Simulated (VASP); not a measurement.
Zr, 2 atoms in the cell. It takes space group P6_3/mmc (No. 194, hexagonal). The conventional cell has a = 3.145 Å, b = 3.145 Å, c = 5.021 Å, α = 90.00°, β = 90.00°, γ = 120.00°. Within 4.1 Å of Zr (site symmetry -6m2) lie 12 Zr at 3.10 to 3.15 Å. 

```yaml
Program: VASP 6.6.1
Task: single point
Functional: PBE
Potentials_or_basis: VASP PAW PBE potentials, release 64 (Zr_sv)
Cutoff: 520 eV
k_mesh: 18 × 18 × 10
Occupations: fermi-dirac, width 0.05 eV
Spin: collinear spin
Starting_moments: "[1.0, 1.0] μB"
Dipole_correction: no
Further_INCAR_settings: ALGO = Normal; EDIFF = 1e-07; NBANDS = 23
```

Potentials or basis: VASP PAW PBE potentials, release 64 (Zr_sv).

Launch:

```console
$ cat potpaw_PBE.64/Zr_sv/POTCAR > POTCAR
$ mpirun -np 1 vasp_std > vasp.out
```

Hardware: 1 thread of AMD EPYC 9R45 96-Core Processor (Zen 5), on a shared host.

Problem. Estimate the wall time of this run.

Solution. It took 3.5 min on 1 thread of AMD EPYC 9R45 96-Core Processor (Zen 5), on a shared host, peak memory 0.36 GiB. Counts: scf iterations 15, k points 222.
